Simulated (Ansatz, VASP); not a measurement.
**One calculation of HgTe, two programs**

Contents of INCAR:

```
SYSTEM = HgTe
ALGO = Normal ; EDIFF = 1E-6
ENCUT = 520 ; GGA = CA
ISIF = 2 ; ISMEAR = -1
LASPH = .TRUE. ; LCHARG = .FALSE.
LREAL = .FALSE. ; LWAVE = .FALSE.
NBANDS = 26 ; NELM = 80
PREC = Accurate ; SIGMA = 0.05
```

File KPOINTS:

```
k-points
0
G
  6 6 5
  0 0 0
```

Contents of POSCAR:

```
HgTe
1.0
    2.9724333814     -3.4436603190      0.0000000000
    2.9724333814      3.4436603190      0.0000000000
    0.0000000000      0.0000000000      5.7592420221
Hg Te
2 2
Direct
    0.6569500000      0.3430500000      0.2500000000
    0.3430500000      0.6569500000      0.7500000000
    0.2151910000      0.7848090000      0.2500000000
    0.7848090000      0.2151910000      0.7500000000
```

Contents of input.yaml:

```yaml
crystal:
  lattice:
    - [2.9724333814, -3.443660319, 0.0]
    - [2.9724333814, 3.443660319, 0.0]
    - [0.0, 0.0, 5.7592420221]
  atoms:
    - { symbol: Hg, position: [0.65695, 0.34305, 0.25] }
    - { symbol: Hg, position: [0.34305, 0.65695, 0.75] }
    - { symbol: Te, position: [0.215191, 0.784809, 0.25] }
    - { symbol: Te, position: [0.784809, 0.215191, 0.75] }
kpoints:
  mp_grid: { grid: [6, 6, 5] }
scf:
  occupations: { method: fermi_dirac, width: 0.05 }
hamiltonian:
  xc: lda
  pseudopotentials: { kind: all_electron, lapw: { basis_error: 0.002 } }
output:
  forces: true
  stress: true
  eigenvalues: true
```

Change from the starting cell: volume scaled by 0.98.

Alike in both runs: task single point; functional LDA; k mesh 6 × 6 × 5; occupations fermi-dirac, width 0.05 eV; no spin polarisation.

```csv
,VASP,Ansatz
version,VASP 6.6.1,Ansatz 0.2.0
potentials or method,"VASP PAW LDA potentials, release 64 (Hg, Te), cutoff 520 eV","all-electron LAPW, scalar-relativistic"
```

```tsv
	VASP	Ansatz	Ansatz less VASP
gap on the k mesh at the Fermi level (eV)	none	none	-
pressure (GPa)	-4.0	-4.3	-0.24
traceless stress, the component that is largest in VASP (GPa)	0.45	0.53	+0.079
rms of the force components (eV/Å)	0.085	0.093	+0.0077
```

LDA's correlation is that of Perdew and Zunger in VASP and of Perdew and Wang (1992) in Ansatz. Atom by atom the forces differ by 0.008 eV/Å (rms over components). A gap of «none» marks a metal or a gap that the smearing closes. Ansatz ran all-electron here, and VASP with PAW potentials.

Spin-orbit coupling is off throughout.
